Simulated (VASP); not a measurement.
# CaOsO3 (Pm-3m) in VASP: single point with LDA

Aim: the single point of CaOsO3 with LDA.

Program: VASP 6.6.1. These are calculated values, not measurements. Logs are shortened: lines on timing, memory, paths and dates and some standing lists are left out, and cuts for length are marked.

## Step 1: The cell of the first run

Symmetry: Pm-3m, No. 221, cubic system. The conventional cell has a = 3.952 Å, b = 3.952 Å, c = 3.952 Å, α = 90.00°, β = 90.00°, γ = 90.00°. Ca (site symmetry m-3m) has 12 O at 2.79 Å and 8 Os at 3.42 Å within 3.7 Å. Os (site symmetry m-3m) has 6 O at 1.98 Å within 2.6 Å. O (site symmetry 4/mmm) has 2 Os at 1.98 Å within 2.6 Å.

## Step 2: Single point, LDA

File INCAR:

```
PREC = Accurate
ENCUT = 700
EDIFF = 1E-6
ISMEAR = 1
SIGMA = 0.1
LREAL = F
LASPH = T
NELM = 120
ALGO = Normal
ISIF = 2
LWAVE = F
LCHARG = T
GGA = CA
LELF = T
LVHAR = T
NBANDS = 30
GGA_COMPAT = F
```

File KPOINTS:

```
regular mesh
0
Gamma
  3 3 3
```

File POSCAR:

```
CaOsO3
1.0
    3.9521600000      0.0000000000      0.0000000000
    0.0000000000      3.9521600000      0.0000000000
    0.0000000000      0.0000000000      3.9521600000
Ca Os O
1 1 3
Direct
    0.0000000000      0.0000000000      0.0000000000
    0.5000000000      0.5000000000      0.5000000000
    0.5000000000      0.5000000000      0.0000000000
    0.0000000000      0.5000000000      0.5000000000
    0.5000000000      0.0000000000      0.5000000000
```

Potentials or basis: VASP PAW LDA potentials, release 64 (Ca_sv, Os_sv_GW, O).

Launch:

```console
> cat potpaw_LDA.64/Ca_sv/POTCAR potpaw_LDA.64/Os_sv_GW/POTCAR potpaw_LDA.64/O/POTCAR > POTCAR
> mpirun -np 1 vasp_std > vasp.out
```

OUTCAR:

```text
PREC = Accurate
   ENCUT = 700
   EDIFF = 1E-6
   ISMEAR = 1
   LREAL = F
   LASPH = T
   NELM = 120
   ISIF = 2
   GGA = CA

 ion  position               nearest neighbor table
   1  0.000  0.000  0.000-
   2  0.500  0.500  0.500-   3 1.98   4 1.98   5 1.98   3 1.98   5 1.98   4 1.98
   3  0.500  0.500  0.000-   2 1.98   2 1.98
   4  0.000  0.500  0.500-   2 1.98   2 1.98
   5  0.500  0.000  0.500-   2 1.98   2 1.98

  LATTYP: Found a simple cubic cell.
 ALAT       =     3.9521600000

  Lattice vectors:

 A1 = (   3.9521600000,   0.0000000000,   0.0000000000)
 A2 = (   0.0000000000,   3.9521600000,   0.0000000000)
 A3 = (   0.0000000000,   0.0000000000,   3.9521600000)

Analysis of symmetry for initial positions (statically):
=====================================================================
 Subroutine PRICEL returns:
 Original cell was already a primitive cell.

 Routine SETGRP: Setting up the symmetry group for a
 simple cubic supercell.

 Subroutine GETGRP returns: Found 48 space group operations
 (whereof 48 operations were pure point group operations)
 out of a pool of 48 trial point group operations.

The static configuration has the point symmetry O_h .

Analysis of symmetry for dynamics (positions and initial velocities):
=====================================================================
 Subroutine PRICEL returns:
 Original cell was already a primitive cell.

 Routine SETGRP: Setting up the symmetry group for a
 simple cubic supercell.

 Subroutine GETGRP returns: Found 48 space group operations
 (whereof 48 operations were pure point group operations)
 out of a pool of 48 trial point group operations.

The dynamic configuration has the point symmetry O_h .

 Subroutine INISYM returns: Found 48 space group operations
 (whereof 48 operations are pure point group operations),
 and found     1 'primitive' translations

----------------------------------------------------------------------------------------

[... 70 lines left out ...]
   ICHARG =      2    charge: 1-file 2-atom 10-const
   ISPIN  =      1    spin polarized calculation?
   LNONCOLLINEAR =      F non collinear calculations
   LSORBIT =      F    spin-orbit coupling
   LASPH  =      T    aspherical Exc in radial PAW
   ENCUT  =  700.0 eV  51.45 Ry    7.17 a.u.   8.53  8.53  8.53*2*pi/ulx,y,z
   NELM   =    120;   NELMIN=  2; NELMDL= -5     # of ELM steps
   EDIFF  = 0.1E-05   stopping-criterion for ELM
   LREAL  =      F    real-space projection
   EDIFFG = 0.1E-04   stopping-criterion for IOM
   NSW    =      0    number of steps for IOM
   IBRION =     -1    ionic relax: 0-MD 1-quasi-New 2-CG
   NFREE  =      0    steps in history (QN), initial steepest desc. (CG)
   ISIF   =      2    stress and relaxation
   ISYM   =      2    0-nonsym 1-usesym 2-fastsym
   POTIM  = 0.5000    time-step for ionic-motion
   TEBEG  =    0.0;   TEEND  =   0.0 temperature during run
   PSTRESS=    0.0 pullay stress
   NELECT =      44.0000    total number of electrons
   NUPDOWN=      -1.0000    fix difference up-down
   EMIN   =  10.00;   EMAX   =-10.00  energy-range for DOS
   EFERMI =   0.00;   METHOD = LEGACY
   ISMEAR =     1;   SIGMA  =   0.10  broadening in eV -4-tet -1-fermi 0-gaus
   EFERMI_NEDOS =   21; number of points for ismear=-14 and -15
   IALGO  =     38    algorithm
   IMIX   =      4    mixing-type and parameters
     AMIX     =   0.40;   BMIX     =  1.00
     AMIX_MAG =   1.60;   BMIX_MAG =  1.00
  volume/ion in A,a.u.               =      12.35        83.32
  Fermi-wavevector in a.u.,A,eV,Ry     =   1.462372  2.763482 29.096494  2.138532
  Thomas-Fermi vector in A             =   2.578593
   LORBIT       =      0    0 simple, 1 ext, 2 COOP (PROOUT), +10 PAW based schemes
   GGA     = CA    functional components
   LHFCALC =     F    Hartree Fock is set to
   AEXX    =    0.0000 exact exchange contribution
   IVDW    =     0    specifies the selected vdW correction
   LEPSILON=     F    determine dielectric tensor
   LRPA    =     F    only Hartree local field effects (RPA)
 non-spin polarized calculation
 Methfessel and Paxton  Order N= 1 SIGMA  =   0.10
  energy-cutoff  :      700.00
  volume of cell :       61.73
 maximum number of plane-waves:      2608
 NGX is ok and might be reduce to    36
   NGX = 17   NGY = 17   NGZ = 17

 number of electron      44.0000010 magnetization

 Free energy of the ion-electron system (eV)
  ---------------------------------------------------
  ext. energy  EPLUGINS =         0.00000000
  ---------------------------------------------------
  free energy    TOTEN  =       -41.05137054 eV

  energy without entropy =      -41.04122955  energy(sigma->0) =      -41.04799021

 E-fermi :   6.6861     XC(G=0): -11.7922

 val. band max:        6.6612092736   @ k =   0.3333   0.3333   0.0000
 cond. band min:       6.7452001891   @ k =   0.3333   0.3333   0.3333
 fundamental gap:      0.0839909155
 Fermi energy:         6.6861011321

 k-point     1 :       0.0000    0.0000    0.0000
  band No.  band energies     occupation
      1     -80.7982      2.00000
      2     -40.4283      2.00000
      3     -40.4283      2.00000
      4     -40.4283      2.00000
      5     -34.6201      2.00000
      6     -15.8738      2.00000
[... 121 lines left out ...]
     29      11.9135      0.00000
     30      11.9137      0.00000

------------------------ aborting loop because EDIFF is reached ----------------------------------------

  FORCE on cell =-STRESS in cart. coord.  units (eV):
  Direction    XX          YY          ZZ          XY          YZ          ZX
  --------------------------------------------------------------------------------------
  -------------------------------------------------------------------------------------
  Total       -4.9224480     -4.9224480     -4.9224480     -0.0000000     -0.0000000      0.0000000
  in kB     -127.7580173   -127.7580173   -127.7580173     -0.0000000     -0.0000000      0.0000000
  external PRESSURE =    -127.7580173 kB  Pullay stress =       0.0000000 kB

 VOLUME and BASIS-vectors are now :
 -----------------------------------------------------------------------------
  energy-cutoff  :      700.00
  volume of cell :       61.73
      direct lattice vectors                 reciprocal lattice vectors
     3.952160000  0.000000000  0.000000000     0.253026193  0.000000000  0.000000000
     0.000000000  3.952160000  0.000000000     0.000000000  0.253026193  0.000000000
     0.000000000  0.000000000  3.952160000     0.000000000  0.000000000  0.253026193

 POSITION                                       TOTAL-FORCE (eV/Angst)
 -----------------------------------------------------------------------------------
      0.00000      0.00000      0.00000         0.000000      0.000000      0.000000
      1.97608      1.97608      1.97608         0.000000      0.000000      0.000000
      1.97608      1.97608      0.00000         0.000000      0.000000      0.000000
      0.00000      1.97608      1.97608         0.000000      0.000000      0.000000
      1.97608      0.00000      1.97608         0.000000      0.000000      0.000000
 -----------------------------------------------------------------------------------
    total drift:                                0.000000      0.000000      0.000000

  FREE ENERGIE OF THE ION-ELECTRON SYSTEM (eV)
  ---------------------------------------------------
  free  energy   TOTEN  =       -41.0513705360 eV

  energy  without entropy=      -41.0412295541  energy(sigma->0) =      -41.04799021
```

OSZICAR:

```text
N       E                     dE             d eps       ncg     rms          rms(c)
DAV:   1     0.569602766340E+03    0.56960E+03   -0.30711E+04   240   0.191E+03
DAV:   2    -0.917151647103E+01   -0.57877E+03   -0.56188E+03   308   0.492E+02
DAV:   3    -0.488804966241E+02   -0.39709E+02   -0.38778E+02   284   0.136E+02
DAV:   4    -0.500932747294E+02   -0.12128E+01   -0.11899E+01   396   0.197E+01
DAV:   5    -0.501121947586E+02   -0.18920E-01   -0.18913E-01   274   0.202E+00    0.591E+01
DAV:   6    -0.414000914107E+02    0.87121E+01   -0.60067E+01   280   0.377E+01    0.363E+01
DAV:   7    -0.411237977028E+02    0.27629E+00   -0.53379E+00   282   0.139E+01    0.240E+01
DAV:   8    -0.410552231414E+02    0.68575E-01   -0.36679E-01   288   0.505E+00    0.232E+00
DAV:   9    -0.410518516986E+02    0.33714E-02   -0.45883E-02   354   0.138E+00    0.347E-01
DAV:  10    -0.410514136938E+02    0.43800E-03   -0.31566E-03   300   0.447E-01    0.747E-02
DAV:  11    -0.410513691289E+02    0.44565E-04   -0.28142E-04   308   0.122E-01    0.407E-02
DAV:  12    -0.410513705319E+02   -0.14030E-05   -0.14423E-05   344   0.234E-02    0.132E-02
DAV:  13    -0.410513705360E+02   -0.41164E-08   -0.35969E-06   292   0.113E-02
   1 F= -.41051371E+02 E0= -.41047990E+02  d E =-.101410E-01
```

stdout:

```text
POSCAR found type information on POSCAR CaOsO
 POSCAR found :  3 types and       5 ions
 scaLAPACK will be used
 LDA part: xc-table for (Slater(with rela. corr.)+CA(PZ))
 , standard interpolation
 POSCAR, INCAR and KPOINTS ok, starting setup
 FFT: planning ... GRIDC
 FFT: planning ... GRID_SOFT
 FFT: planning ... GRID
 WAVECAR not read
 entering main loop
```

Run time: 15 s. Hardware: 1 thread of AMD EPYC 7R43 (Zen 3), shared host; peak memory 0.15 GiB.

Results:

| Item | Value |
| --- | --- |
| Free energy | -41.0514 eV |
| Pressure | -12.8 GPa |
| Band gap on the k mesh | zero (bands 22 and 23 overlap by 3.25 eV) |

Levels at points of the mesh, in eV from the Fermi level:
```csv
k point,band 19,band 20,band 21,band 22,band 23,band 24,band 25,band 26,band 27,band 28
"(0.00, 0.00, 0.00)",-3.55,-3.55,-3.05,-3.05,-3.05,0.46,0.46,1.90,2.06,2.06
```

Caveat: the k points lie up to 0.53 Å⁻¹ apart, too coarse for converged energies and pressures of a metal; spin-orbit coupling is left out, which moves the levels of the heavy elements.

The gap in the log of VASP goes by the Fermi energy; the results here count the filled bands.